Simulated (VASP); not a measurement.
# AlN: elastic constants with PBEsol

The system is AlN.

```
CELL_PARAMETERS angstrom
0.00000 2.18399 2.18399
2.18399 0.00000 2.18399
2.18399 2.18399 0.00000
ATOMIC_POSITIONS crystal
Al 0.00000 0.00000 0.00000
N 0.25000 0.25000 0.25000
```

| Item | Value |
| --- | --- |
| Program | VASP 6.6.1 |
| Task | elastic constants |
| Functional | PBEsol |
| Potentials or basis | VASP PAW PBE potentials, release 64 (Al, N) |
| Cutoff | 600 eV |
| k mesh | 7 × 7 × 7 |
| Occupations | fermi-dirac, width 0.05 eV |
| Spin | no spin polarisation |
| Dipole correction | no |
| Ions in elastic constants | relaxed |
| Further INCAR settings | ALGO = Normal; EDIFF = 1e-08; IBRION = 6; POTIM = 0.015; NSW = 1; ISIF = 3 |

```yaml
Elastic_constants_C11_C12_C44: 290, 163, 181 GPa
Voigt_bulk_modulus: 205 GPa
Highest_phonon_frequency_at_Γ_LO-TO_splitting_left_out: 658 cm⁻¹
```

Phonon frequencies in cm⁻¹ (negative: imaginary):
| q point | frequencies |
| --- | --- |
| (0.000, 0.000, 0.000) | 0 0 0 658 658 658 |

Elastic tensor in Voigt notation (GPa, in the Cartesian axes of the cell as first typed):
```
290 163 163   0   0   0
163 290 163   0   0   0
163 163 290   0   0   0
  0   0   0 181   0   0
  0   0   0   0 181   0
  0   0   0   0   0 181
```

Clamped-ion elastic tensor (GPa):
```
290 163 163   0   0   0
163 290 163   0   0   0
163 163 290   0   0   0
  0   0   0 227   0   0
  0   0   0   0 227   0
  0   0   0   0   0 227
```

Wall time 2.7 min on 1 thread of Intel Xeon 6975P-C, with other jobs on the host, peak memory 0.19 GiB.

Caveat: the cell is under stress, which shifts elastic constants; the PAW data sets were made with another functional, which shifts forces and pressure a little.
